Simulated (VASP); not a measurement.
**MoS2: single point with PBE**

The system is MoS2.

```
CELL_PARAMETERS angstrom
1.57621 0.91003 6.10285
-1.57621 0.91003 6.10285
0.00000 -1.82005 6.10285
ATOMIC_POSITIONS crystal
Mo 0.00000 0.00000 0.00000
S 0.74840 0.74840 0.74840
S 0.58490 0.58490 0.58490
```

- Program: VASP 6.6.1
- Task: single point
- Functional: PBE
- Potentials or basis: VASP PAW PBE potentials, release 64 (Mo_sv, S)
- Cutoff: 520 eV
- k mesh: 13 × 13 × 13
- Occupations: fermi-dirac, width 0.05 eV
- Spin: no spin polarisation
- Dipole correction: no
- Further INCAR settings: ALGO = Normal; EDIFF = 1e-06; NBANDS = 20

```
Pressure               : 10.9 GPa
Largest force          : 1.464 eV/Å
Band gap on the k mesh : 0.76 eV (least direct gap 1.84 eV)
```

Forces on the atoms (eV/Å):
```
Mo   0.000  0.000 -0.003
S    0.000  0.000  1.464
S    0.000  0.000 -1.461
```

Stress tensor (GPa, compression positive):
```
 8.52  0.00  0.00
 0.00  8.52  0.00
 0.00  0.00 15.68
```

Levels at points of the mesh, in eV from the valence-band top:
```
           k point  band 10  band 11  band 12  band 13  band 14  band 15  band 16  band 17
(0.00, 0.00, 0.00)    -2.68    -2.68    -1.34    -1.19     1.92     1.92     2.46     2.46
```

It took 14 min on 1 thread of Intel Xeon 8259CL (shared host), peak memory 0.47 GiB.

Caveat: the cell stands under pressure; an odd mesh through Γ misses points on the zone boundary, where band edges can lie; forces of over 1 eV/Å act on the atoms, so gaps and moduli don't describe the material at rest.
